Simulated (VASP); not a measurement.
Wanted: the native input for a VASP 6.6.1 run.

```yaml
Task: single point
Functional: LDA
Potentials_or_basis: VASP PAW LDA potentials, release 64 (Sn_d, O)
Cutoff: 520 eV
k_mesh: 4 × 4 × 6
Occupations: gaussian, width 0.01 eV
Spin: no spin polarisation
Dipole_correction: no
Further_INCAR_settings: ALGO = Normal; EDIFF = 1e-06; NBANDS = 35
```

The structure of SnO2 (Cassiterite) lies in POSCAR:

```
SnO2
1.0
    4.7043439970      0.0000000000      0.0000000000
    0.0000000000      4.7043439970      0.0000000000
    0.0000000000      0.0000000000      3.1841910244
Sn O
2 4
Direct
    0.0000000000      0.0000000000      0.0000000000
    0.5000000000      0.5000000000      0.5000000000
    0.3058749175      0.3058749175      0.0000000000
    0.1941250825      0.8058749175      0.5000000000
    0.6941250825      0.6941250825      0.0000000000
    0.8058749175      0.1941250825      0.5000000000
```

The input as run:

INCAR

```
SYSTEM = SnO2
PREC = Accurate
ENCUT = 520
EDIFF = 1E-6
ISMEAR = 0
SIGMA = 0.01
LREAL = .False.
LASPH = .True.
NELM = 100
ALGO = Normal
ISIF = 2
LWAVE = .False.
LCHARG = .False.
GGA = CA
NBANDS = 35
```

KPOINTS

```
Automatic mesh
0
Gamma
  4 4 6
  0 0 0
```

Potentials or basis: VASP PAW LDA potentials, release 64 (Sn_d, O).

Run with:

```bash
$ cat potpaw_LDA.64/Sn_d/POTCAR potpaw_LDA.64/O/POTCAR > POTCAR
$ mpirun -np 1 vasp_std > vasp.out
```

It gave:

The pressure is 3.1 GPa, the largest force is 0.014 eV/Å and the band gap on the k mesh is 1.30 eV, direct.

Caveat: spin-orbit coupling is left out, which moves the levels of the heavy elements.

It took 17 s on 1 thread of Intel(R) Xeon(R) 6975P-C (Granite Rapids), with other jobs on the host, peak memory 0.17 GiB.
